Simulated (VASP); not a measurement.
# Ag2SbSe4I in VASP: a series of runs

Runs on Ag2SbSe4I. Level: PBE. Tasks: single point.

Program: VASP 6.6.1. These are calculated values, not measurements. Logs are shortened: lines on timing, memory, paths and dates and some standing lists are left out, and cuts for length are marked.

## (1) The cell of the first run

The cell holds a disordered packing, 8 atoms: a = 6.047 Å, b = 5.676 Å, c = 5.292 Å, α = 91.23°, β = 91.00°, γ = 78.30°.

## (2) Single point, PBE

File INCAR:

```
SYSTEM = Ag2SbSe4I
PREC     = Accurate       ! precision mode
ENCUT    = 520            ! plane-wave cutoff, eV
EDIFF    = 1E-6           ! SCF threshold, eV
ISMEAR   = -1             ! smearing method
SIGMA    = 0.1            ! smearing width, eV
LREAL    = .False.        ! projectors in reciprocal space
LASPH    = .True.         ! aspherical terms in the spheres
NELM     = 60             ! most SCF steps
ALGO     = Normal         ! electronic algorithm
ISIF     = 2              ! what is computed and relaxed
LWAVE    = .False.        ! write WAVECAR
LCHARG   = .False.        ! write CHGCAR
GGA      = PE             ! functional
NBANDS   = 39             ! bands
```

File KPOINTS:

```
Automatic mesh
0
Gamma
  3 3 3
  0 0 0
```

File POSCAR:

```
Ag2SbSe4I
1.0
    5.9916730000      0.2827650000      0.7638210000
    0.7975780000      5.5632820000      0.7960300000
   -0.7188830000     -0.7551190000      5.1879770000
I Ag Se Sb
1 2 4 1
Direct
    0.9564396537      0.1010528927      0.0644989700
    0.2804811770      0.7076984865      0.9085515145
    0.6206213790      0.4606892978      0.3053723746
    0.7750655045      0.8824899011      0.4797436950
    0.8745068513      0.5958127922      0.8707707157
    0.4219830910      0.0617571631      0.2503784999
    0.5352013424      0.2420584905      0.7443672467
    0.1481278318      0.4761294719      0.4520080771
```

Potentials or basis: VASP PAW PBE potentials, release 64 (I, Ag, Se, Sb).

Launch:

```console
> cat potpaw_PBE.64/I/POTCAR potpaw_PBE.64/Ag/POTCAR potpaw_PBE.64/Se/POTCAR potpaw_PBE.64/Sb/POTCAR > POTCAR
> mpirun -np 1 vasp_std > vasp.out
```

OUTCAR:

```text
SYSTEM = Ag2SbSe4I
   PREC = Accurate
   ENCUT = 520
   EDIFF = 1E-6
   ISMEAR = -1
   LREAL = .False.
   LASPH = .True.
   NELM = 60
   ISIF = 2
   GGA = PE

 ion  position               nearest neighbor table
   1  0.956  0.101  0.064-   2 2.78   3 2.87   4 2.88   6 2.93   5 2.95   7 3.01   5 3.15   8 3.29

   2  0.280  0.708  0.909-   5 2.66   1 2.78   7 2.90   8 2.90   6 2.92   3 3.07   8 3.36
   3  0.621  0.461  0.305-   7 2.76   6 2.78   1 2.87   4 2.87   8 2.96   5 2.99   2 3.07   8 3.29

   4  0.775  0.882  0.480-   6 2.48   7 2.64   5 2.64   3 2.87   8 2.88   1 2.88
   5  0.875  0.596  0.871-   4 2.64   2 2.66   8 2.78   1 2.95   3 2.99   1 3.15
   6  0.422  0.062  0.250-   4 2.48   3 2.78   8 2.79   2 2.92   1 2.93
   7  0.535  0.242  0.744-   4 2.64   3 2.76   8 2.89   2 2.90   1 3.01
   8  0.148  0.476  0.452-   5 2.78   6 2.79   4 2.88   7 2.89   2 2.90   3 2.96   3 3.29   1 3.29
                             2 3.36

  LATTYP: Found a triclinic cell.
 ALAT       =     5.6762576614
 B/A-ratio  =     1.0652754575
 C/A-ratio  =     0.9322517814
 COS(alpha) =     0.0174433336
 COS(beta)  =     0.0214574886
 COS(gamma) =     0.2027776790

  Lattice vectors:

 A1 = (   0.7975780000,   5.5632820000,   0.7960300000)
 A2 = (   5.9916730000,   0.2827650000,   0.7638210000)
 A3 = (   0.7188830000,   0.7551190000,  -5.1879770000)

Analysis of symmetry for initial positions (statically):
=====================================================================
 Subroutine PRICEL returns:
 Original cell was already a primitive cell.

 Routine SETGRP: Setting up the symmetry group for a
 triclinic supercell.

 Subroutine GETGRP returns: Found  1 space group operations
 (whereof  1 operations were pure point group operations)
 out of a pool of  2 trial point group operations.

The static configuration has the point symmetry C_1 .

Analysis of symmetry for dynamics (positions and initial velocities):
=====================================================================
 Subroutine PRICEL returns:
 Original cell was already a primitive cell.

 Routine SETGRP: Setting up the symmetry group for a
 triclinic supercell.

 Subroutine GETGRP returns: Found  1 space group operations
 (whereof  1 operations were pure point group operations)
 out of a pool of  2 trial point group operations.

The dynamic configuration has the point symmetry C_1 .

 Subroutine INISYM returns: Found  1 space group operations
 (whereof  1 operations are pure point group operations),
 and found     1 'primitive' translations

----------------------------------------------------------------------------------------

                                     Primitive cell

  volume of cell :     177.7972

  direct lattice vectors                    reciprocal lattice vectors
     5.991673000  0.282765000  0.763821000     0.165712790 -0.026491237  0.019106498
     0.797578000  5.563282000  0.796030000    -0.011494858  0.177920422  0.024303815
    -0.718883000 -0.755119000  5.187977000    -0.022633997 -0.023399377  0.186211213

  length of vectors
     6.046777977  5.676257661  5.291701317     0.168901074  0.179940223  0.189035564

  position of ions in fractional coordinates (direct lattice)
     0.956439654  0.101052893  0.064498970
     0.280481177  0.707698486  0.908551514
     0.620621379  0.460689298  0.305372375
     0.775065504  0.882489901  0.479743695
     0.874506851  0.595812792  0.870770716
     0.421983091  0.061757163  0.250378500
     0.535201342  0.242058490  0.744367247
     0.148127832  0.476129472  0.452008077

  ion indices of the primitive-cell ions
   primitive index   ion index
                 1           1
                 2           2
                 3           3
                 4           4
                 5           5
                 6           6
                 7           7
                 8           8

----------------------------------------------------------------------------------------

 KPOINTS: Automatic mesh

Automatic generation of k-mesh.
 Grid dimensions read from file:
 generate k-points for:    3    3    3

 Generating k-lattice:

  Cartesian coordinates                     Fractional coordinates (reciprocal lattice)
     0.055237597 -0.008830412  0.006368833     0.333333333 -0.000000000  0.000000000
    -0.003831619  0.059306807  0.008101272    -0.000000000  0.333333333  0.000000000
    -0.007544666 -0.007799792  0.062070404     0.000000000  0.000000000  0.333333333

  Length of vectors
     0.056300358  0.059980074  0.063011855

  Shift w.r.t. Gamma in fractional coordinates (k-lattice)
     0.000000000  0.000000000  0.000000000

 Subroutine IBZKPT returns following result:
 ===========================================

 Found     14 irreducible k-points:

 Following reciprocal coordinates:
            Coordinates               Weight
  0.000000  0.000000  0.000000      1.000000
  0.333333  0.000000 -0.000000      2.000000
  0.000000  0.333333  0.000000      2.000000
  0.333333  0.333333  0.000000      2.000000
 -0.333333  0.333333  0.000000      2.000000
  0.000000  0.000000  0.333333      2.000000
  0.333333  0.000000  0.333333      2.000000
 -0.333333  0.000000  0.333333      2.000000
  0.000000  0.333333  0.333333      2.000000
  0.333333  0.333333  0.333333      2.000000
 -0.333333  0.333333  0.333333      2.000000
  0.000000 -0.333333  0.333333      2.000000
  0.333333 -0.333333  0.333333      2.000000
 -0.333333 -0.333333  0.333333      2.000000
   k-points           NKPTS =     14   k-points in BZ     NKDIM =     14   number of bands    NBANDS=     39
   number of dos      NEDOS =    301   number of ions     NIONS =      8
   total plane-waves  NPLWV =  80640
   dimension x,y,z NGX =    48 NGY =   42 NGZ =   40
   dimension x,y,z NGXF=    96 NGYF=   84 NGZF=   80
   ions per type =               1   2   4   1
   NGX,Y,Z   is equivalent  to a cutoff of  13.20, 12.30, 12.57 a.u.
   NGXF,Y,Z  is equivalent  to a cutoff of  26.39, 24.60, 25.13 a.u.
 SYSTEM =  Ag2SbSe4I
   PREC   = accura    normal or accurate (medium, high low for compatibility)
   ISTART =      0    job   : 0-new  1-cont  2-samecut
   ICHARG =      2    charge: 1-file 2-atom 10-const
   ISPIN  =      1    spin polarized calculation?
   LNONCOLLINEAR =      F non collinear calculations
   LSORBIT =      F    spin-orbit coupling
   LASPH  =      T    aspherical Exc in radial PAW
   ENCUT  =  520.0 eV  38.22 Ry    6.18 a.u.  11.24 10.55  9.84*2*pi/ulx,y,z
   NELM   =     60;   NELMIN=  2; NELMDL= -5     # of ELM steps
   EDIFF  = 0.1E-05   stopping-criterion for ELM
   LREAL  =      F    real-space projection
   EDIFFG = 0.1E-04   stopping-criterion for IOM
   NSW    =      0    number of steps for IOM
   IBRION =     -1    ionic relax: 0-MD 1-quasi-New 2-CG
   NFREE  =      0    steps in history (QN), initial steepest desc. (CG)
   ISIF   =      2    stress and relaxation
   ISYM   =      2    0-nonsym 1-usesym 2-fastsym
   POTIM  = 0.5000    time-step for ionic-motion
   TEBEG  =    0.0;   TEEND  =   0.0 temperature during run
   PSTRESS=    0.0 pullay stress
   NELECT =      58.0000    total number of electrons
   NUPDOWN=      -1.0000    fix difference up-down
   EMIN   =  10.00;   EMAX   =-10.00  energy-range for DOS
   EFERMI =   0.00;   METHOD = LEGACY
   ISMEAR =    -1;   SIGMA  =   0.10  broadening in eV -4-tet -1-fermi 0-gaus
   EFERMI_NEDOS =   21; number of points for ismear=-14 and -15
   IALGO  =     38    algorithm
   IMIX   =      4    mixing-type and parameters
     AMIX     =   0.40;   BMIX     =  1.00
     AMIX_MAG =   1.60;   BMIX_MAG =  1.00
  volume/ion in A,a.u.               =      22.22       149.98
  Fermi-wavevector in a.u.,A,eV,Ry     =   1.126962  2.129649 17.279980  1.270043
  Thomas-Fermi vector in A             =   2.263646
   LORBIT       =      0    0 simple, 1 ext, 2 COOP (PROOUT), +10 PAW based schemes
   GGA     = PE    functional components
   LHFCALC =     F    Hartree Fock is set to
   AEXX    =    0.0000 exact exchange contribution
   IVDW    =     0    specifies the selected vdW correction
   LEPSILON=     F    determine dielectric tensor
   LRPA    =     F    only Hartree local field effects (RPA)
 non-spin polarized calculation
  energy-cutoff  :      520.00
  volume of cell :      177.80
 maximum number of plane-waves:      4806
 NGX is ok and might be reduce to    48
   NGX = 23   NGY = 21   NGZ = 19

 number of electron      57.9999999 magnetization

 Free energy of the ion-electron system (eV)
  ---------------------------------------------------
  ext. energy  EPLUGINS =         0.00000000
  ---------------------------------------------------
  free energy    TOTEN  =       -21.27072172 eV

  energy without entropy =      -21.13187069  energy(sigma->0) =      -21.20129621

 E-fermi :   6.7481     XC(G=0): -10.3813

 val. band max:        6.7199101496   @ k =   0.0000   0.0000   0.0000
 cond. band min:       6.7804873186   @ k =   0.0000   0.3333   0.0000
 fundamental gap:      0.0605771691
 Fermi energy:         6.7481206504

 k-point     1 :       0.0000    0.0000    0.0000
  band No.  band energies     occupation
      1      -9.3794      2.00000
      2      -7.1366      2.00000
      3      -6.6501      2.00000
      4      -6.1204      2.00000
      5      -5.5278      2.00000
      6      -3.0081      2.00000
[... 31 lines left out ...]
     38      11.7476      0.00000
     39      12.8673      0.00000

 k-point     2 :       0.3333    0.0000   -0.0000
  band No.  band energies     occupation
      1      -9.1482      2.00000
      2      -7.8002      2.00000
      3      -6.5139      2.00000
      4      -6.0212      2.00000
      5      -5.4361      2.00000
      6      -2.5334      2.00000
[... 31 lines left out ...]
     38      11.7640      0.00000
     39      12.4674      0.00000

 k-point     3 :       0.0000    0.3333    0.0000
  band No.  band energies     occupation
      1      -9.1467      2.00000
      2      -7.5851      2.00000
      3      -6.7642      2.00000
      4      -5.9833      2.00000
      5      -5.4818      2.00000
      6      -2.7430      2.00000
[... 31 lines left out ...]
     38      12.4297      0.00000
     39      12.6668      0.00000

 k-point     4 :       0.3333    0.3333    0.0000
  band No.  band energies     occupation
      1      -9.0314      2.00000
      2      -7.4874      2.00000
      3      -7.2172      2.00000
      4      -5.9300      2.00000
      5      -5.2817      2.00000
      6      -2.9420      2.00000
[... 31 lines left out ...]
     38      11.3698      0.00000
     39      12.7403      0.00000
[... 334 lines left out ...]
     38      12.1802      0.00000
     39      12.7308      0.00000

 k-point    13 :       0.3333   -0.3333    0.3333
  band No.  band energies     occupation
      1      -8.5902      2.00000
      2      -7.8389      2.00000
      3      -7.1921      2.00000
      4      -6.3647      2.00000
      5      -5.2876      2.00000
      6      -2.6336      2.00000
[... 31 lines left out ...]
     38      11.9406      0.00000
     39      12.6167      0.00000

 k-point    14 :      -0.3333   -0.3333    0.3333
  band No.  band energies     occupation
      1      -8.7433      2.00000
      2      -7.6780      2.00000
      3      -6.9500      2.00000
      4      -6.4341      2.00000
      5      -5.3941      2.00000
      6      -3.1945      2.00000
[... 31 lines left out ...]
     38      11.8132      0.00000
     39      12.4757      0.00000

------------------------ aborting loop because EDIFF is reached ----------------------------------------

  FORCE on cell =-STRESS in cart. coord.  units (eV):
  Direction    XX          YY          ZZ          XY          YZ          ZX
  --------------------------------------------------------------------------------------
  -------------------------------------------------------------------------------------
  Total       12.4288727     13.1632407     12.4343808     -1.9692269      0.4543188      0.6214248
  in kB      111.9998167    118.6173983    112.0494515    -17.7452180      4.0939850      5.5998213
  external PRESSURE =     114.2222222 kB  Pullay stress =       0.0000000 kB

 VOLUME and BASIS-vectors are now :
 -----------------------------------------------------------------------------
  energy-cutoff  :      520.00
  volume of cell :      177.80
      direct lattice vectors                 reciprocal lattice vectors
     5.991673000  0.282765000  0.763821000     0.165712790 -0.026491237  0.019106498
     0.797578000  5.563282000  0.796030000    -0.011494858  0.177920422  0.024303815
    -0.718883000 -0.755119000  5.187977000    -0.022633997 -0.023399377  0.186211213

 POSITION                                       TOTAL-FORCE (eV/Angst)
 -----------------------------------------------------------------------------------
      5.76490      0.78393      1.14561         0.248621      0.585364     -0.631538
      1.59185      3.33037      5.49113         0.853864     -0.471960      0.321037
      3.86647      2.50784      2.42503        -0.074613      0.764358      0.170538
      5.00291      4.76644      3.78340         0.402585     -1.535080      0.532175
      5.08898      2.90442      5.65979        -0.163872      0.041716     -0.180118
      2.39765      0.27383      1.67044        -0.499516     -0.894082     -0.805186
      2.86470      0.93589      4.46324        -0.902242      1.329794      0.328934
      0.94234      2.34941      2.83716         0.135173      0.179890      0.264158
 -----------------------------------------------------------------------------------
    total drift:                               -0.000130     -0.000327      0.000255

  FREE ENERGIE OF THE ION-ELECTRON SYSTEM (eV)
  ---------------------------------------------------
  free  energy   TOTEN  =       -21.2707217160 eV

  energy  without entropy=      -21.1318706949  energy(sigma->0) =      -21.20129621
```

Wall time 2.2 min (1 thread of Oxide Virtual Turin-like, shared host); peak memory 0.29 GiB.

Results:

* Free energy: -21.2707 eV
* Pressure: 11.4 GPa
* Largest force: 1.674 eV/Å
* Band gap on the k mesh: zero (bands 29 and 30 overlap by 0.09 eV)

Forces on the atoms (eV/Å):
```
I    0.249  0.585 -0.632
Ag   0.854 -0.472  0.321
Ag  -0.075  0.764  0.171
Se   0.403 -1.535  0.532
Se  -0.164  0.042 -0.180
Se  -0.500 -0.894 -0.805
Se  -0.902  1.330  0.329
Sb   0.135  0.180  0.264
```

Caveat: the k points lie up to 0.40 Å⁻¹ apart; spin-orbit coupling is left out, which moves the levels of the heavy elements.

## (3) Single point, PBE

This run uses another cell than the first one, of 24.91 Å³/atom.

File INCAR:

```
  PREC = Accurate
  ENCUT = 520
  EDIFF = 1E-6
  ISMEAR = -1
  SIGMA = 0.1
  LREAL = F
  LASPH = T
  NELM = 100
  ALGO = Normal
  ISIF = 2
  LWAVE = F
  LCHARG = T
  GGA = PE
  LELF = T
  LVHAR = T
  NBANDS = 39
```

File KPOINTS:

```
regular mesh
0
Gamma
  3 3 3
```

File POSCAR:

```
Ag2SbSe4I
1.0
    6.2241410000      0.2937360000      0.7934560000
    0.8285230000      5.7791290000      0.8269150000
   -0.7467750000     -0.7844170000      5.3892630000
I Ag Se Sb
1 2 4 1
Direct
    0.9582395634      0.1034672815      0.0715170928
    0.2911951401      0.7057423744      0.9005716576
    0.6184585123      0.4660439432      0.3143692663
    0.7792029612      0.8866313040      0.4810880468
    0.8711674401      0.5901213158      0.8807285523
    0.4204136198      0.0656274076      0.2385209264
    0.5423478127      0.2324163523      0.7595400903
    0.1432815371      0.4716222025      0.4463142606
```

Potentials or basis: VASP PAW PBE potentials, release 64 (I, Ag, Se, Sb).

Launch:

```console
> cat potpaw_PBE.64/I/POTCAR potpaw_PBE.64/Ag/POTCAR potpaw_PBE.64/Se/POTCAR potpaw_PBE.64/Sb/POTCAR > POTCAR
> mpirun -np 1 vasp_std > vasp.out
```

It took 2.1 min on 1 thread of Oxide Virtual Turin-like, shared host; peak memory 0.33 GiB.

It converged, with:

```yaml
Free_energy: -21.9591 eV
Pressure: 2.1 GPa
Largest_force: 1.376 eV/Å
Band_gap_on_the_k_mesh: zero (bands 29 and 30 overlap by 0.09 eV)
```

Forces on the atoms (eV/Å):
```
I    0.218  0.292 -0.482
Ag   0.175 -0.467  0.146
Ag  -0.173  0.388  0.185
Se  -0.121 -1.224  0.439
Se   0.555  0.339 -0.576
Se  -0.075 -0.513 -0.223
Se  -0.795  1.102 -0.218
Sb   0.217  0.082  0.729
```

Stress tensor (GPa, compression positive):
```
1.80 0.08 0.33
0.08 2.57 0.23
0.33 0.23 1.95
```

Levels at points of the mesh, in eV from the Fermi level:
| k point | band 25 | band 26 | band 27 | band 28 | band 29 | band 30 | band 31 | band 32 | band 33 | band 34 |
| --- | --- | --- | --- | --- | --- | --- | --- | --- | --- | --- |
| (0.00, 0.00, 0.00) | -2.19 | -1.48 | -1.12 | -0.73 | -0.49 | 0.07 | 0.59 | 0.93 | 1.68 | 2.00 |

Caveat: the k points lie up to 0.38 Å⁻¹ apart; spin-orbit coupling is left out, which moves the levels of the heavy elements.

## (4) Single point, PBE

This run uses another cell than the first one, of 27.64 Å³/atom.

File INCAR:

```
PREC = Accurate
ENCUT = 520
EDIFF = 1E-7
ISMEAR = -1
SIGMA = 0.1
LREAL = False
LASPH = True
NELM = 100
ALGO = Normal
ISIF = 2
LWAVE = False
LCHARG = False
GGA = PE
NBANDS = 39
```

KPOINTS is that of step 3.

File POSCAR:

```
Ag2SbSe4I
1.0
    6.4436060000      0.3040930000      0.8214340000
    0.8577370000      5.9829020000      0.8560720000
   -0.7731060000     -0.8120750000      5.5792890000
I Ag Se Sb
1 2 4 1
Direct
    0.9584682256      0.1050651334      0.0759324876
    0.3014287672      0.7028323752      0.8940967290
    0.6149397334      0.4724401003      0.3213061473
    0.7861877600      0.8895183365      0.4855724273
    0.8692894689      0.5853196614      0.8891900565
    0.4187983933      0.0650534581      0.2301451523
    0.5500657847      0.2281312113      0.7743863994
    0.1359621739      0.4702894020      0.4424093211
```

Launch:

```console
> cat potpaw_PBE.64/I/POTCAR potpaw_PBE.64/Ag/POTCAR potpaw_PBE.64/Se/POTCAR potpaw_PBE.64/Sb/POTCAR > POTCAR
> mpirun -np 1 vasp_std > vasp.out
```

It took 3 min on 1 thread of Oxide Virtual Turin-like, shared host; peak memory 0.34 GiB.

The run converged. Its results:

```yaml
Free_energy: -21.7137 eV
Pressure: -2.8 GPa
Largest_force: 1.159 eV/Å
Band_gap_on_the_k_mesh: zero (bands 29 and 30 overlap by 0.08 eV)
```

Forces on the atoms (eV/Å):
```
I    0.199  0.183 -0.270
Ag  -0.071 -0.462  0.084
Ag  -0.199  0.196  0.145
Se  -0.331 -0.946  0.295
Se   0.829  0.377 -0.716
Se   0.050 -0.185 -0.056
Se  -0.643  0.745 -0.267
Sb   0.165  0.092  0.784
```

Stress tensor (GPa, compression positive):
```
-3.07  0.86  0.40
 0.86 -2.34  0.08
 0.40  0.08 -2.90
```

Levels at points of the mesh, in eV from the Fermi level:
```csv
k point,band 27,band 28,band 29,band 30,band 31,band 32
"(0.00, 0.00, 0.00)",-0.93,-0.65,-0.44,0.11,0.51,0.86
```

Caveat: the k points lie up to 0.37 Å⁻¹ apart; spin-orbit coupling is left out, which moves the levels of the heavy elements.

## (5) Summary

```csv
cell,gap on the mesh (eV),pressure (GPa),largest force (eV/Å)
"a = 6.047, b = 5.676, c = 5.292 Å, angles 91.2, 91.0, 78.3°, 8 atoms, atomic positions A",none,11.4,1.67
"a = 6.281, b = 5.896, c = 5.497 Å, angles 91.2, 91.0, 78.3°, 8 atoms, atomic positions B",none,2.1,1.38
"a = 6.503, b = 6.104, c = 5.691 Å, angles 91.2, 91.0, 78.3°, 8 atoms, atomic positions C",none,-2.8,1.16
```

Alike in all rows: task single point; level PBE; potentials or basis VASP PAW PBE potentials, release 64 (I, Ag, Se, Sb); no spin polarisation; k mesh 3 × 3 × 3; cutoff (eV) 520; smearing fermi-dirac 0.1 eV.

Caveats: all runs use coarse meshes; spin-orbit coupling is left out, which moves the levels of the heavy elements.

Total energies depend on the potentials used, so only differences within one code and one set of settings carry meaning.

The gap in the log of VASP goes by the Fermi energy; the results here count the filled bands.